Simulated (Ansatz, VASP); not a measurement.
**One calculation of N, two programs**

POSCAR

```
N
1.0
    4.0840620000      0.0000000000      0.0000000000
    0.0000000000      4.0840620000      0.0000000000
    0.0000000000      0.0000000000      5.3459130000
N
4
Direct
    0.9042750000      0.9042750000      0.0000000000
    0.5957250000      0.4042750000      0.5000000000
    0.0957250000      0.0957250000      0.0000000000
    0.4042750000      0.5957250000      0.5100000000
```

Contents of INCAR.step1:

```
SYSTEM = N
PREC = Accurate ; ENCUT = 520
ISMEAR = 0 ; SIGMA = 0.01
LREAL = .FALSE. ; LASPH = .TRUE.
NELM = 80 ; NBANDS = 18
GGA = PE ; ALGO = Normal
EDIFF = 1E-4 ; LWAVE = .TRUE.
LCHARG = .FALSE.
```

Contents of INCAR.step2:

```
SYSTEM = N
PREC = Accurate ; ENCUT = 520
EDIFF = 1E-6 ; ISMEAR = 0
SIGMA = 0.01 ; LREAL = .FALSE.
LASPH = .TRUE. ; NELM = 80
ALGO = Normal ; ISIF = 2
LWAVE = .FALSE. ; LCHARG = .FALSE.
METAGGA = R2SCAN ; LMIXTAU = .TRUE.
NBANDS = 18 ; ISTART = 1
```

Contents of KPOINTS:

```
regular mesh
0
G
  3 3 2
  0 0 0
```

Input for Ansatz:

```yaml
crystal:
  lattice:
    - [4.084062, 0.0, 0.0]
    - [0.0, 4.084062, 0.0]
    - [0.0, 0.0, 5.345913]
  atoms:
    - { symbol: "N", position: [0.904275, 0.904275, 0.0] }
    - { symbol: "N", position: [0.595725, 0.404275, 0.5] }
    - { symbol: "N", position: [0.095725, 0.095725, 0.0] }
    - { symbol: "N", position: [0.404275, 0.595725, 0.51] }
kpoints:
  mp_grid:
    grid: [3, 3, 2]
hamiltonian:
  xc: r2scan
  pseudopotentials:
    kind: paw
scf:
  convergence:
    dr2_threshold: 1.0e-08
  occupations:
    method: fixed
output:
  forces: true
```

Alike in both runs: task single point; functional r2SCAN; k mesh 3 × 3 × 2; no spin polarisation.

|  | VASP | Ansatz |
| --- | --- | --- |
| version | VASP 6.6.1 | Ansatz 0.2.0 |
| potentials or method | VASP PAW PBE potentials, release 64 (N) | plane waves, PAW |
| plane-wave cutoff (eV) | 520 | 500 |
| occupations | gaussian, width 0.01 eV | fixed |
| valence electrons in the cell | 20 | 20 |

|  | VASP | Ansatz | Ansatz less VASP |
| --- | --- | --- | --- |
| rms of the force components (eV/Å) | 0.069 | 1.103 | +1.0334 |

VASP's potentials were made for PBE, not for r2SCAN. Atom by atom the forces differ by 1.136 eV/Å (rms over components). One of these differences is far larger than is usual between the two programs; its cause wasn't traced.

The k mesh is coarse, so the values compare programs but aren't converged. Noted on VASP's run: the standard files for N, O and F lose accuracy on very short bonds.
